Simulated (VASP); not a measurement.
Here is a VASP 6.6.1 calculation.

The input INCAR:

```
  PREC = Accurate
  ENCUT = 520
  EDIFF = 1E-7
  ISMEAR = -1
  SIGMA = 0.05
  LREAL = F
  LASPH = T
  NELM = 80
  ALGO = Normal
  ISIF = 2
  LWAVE = F
  LCHARG = F
  GGA = PS
  NBANDS = 12
```

The input KPOINTS:

```
Automatic mesh
0
Gamma
  20 20 20
```

POSCAR

```
Ga
1.0
   -1.3013053140      1.3013053140      1.3013053140
    1.3013053140     -1.3013053140      1.3013053140
    1.3013053140      1.3013053140     -1.3013053140
Ga
1
Direct
    0.0000000000      0.0000000000      0.0000000000
```

Potentials or basis: VASP PAW PBE potentials, release 64 (Ga_d).

Run with:

```bash
$ cat potpaw_PBE.64/Ga_d/POTCAR > POTCAR
$ mpirun -np 1 vasp_std > vasp.out
```

Q: Predict the band gap on the k mesh.

A: Zero (an odd number of electrons rules out a gap without spin polarisation).

Q: What does it give for the pressure?

A: 231.9 GPa.

Caveat: the cell stands under pressure; the PAW data sets were made with another functional, which shifts forces and pressure a little.
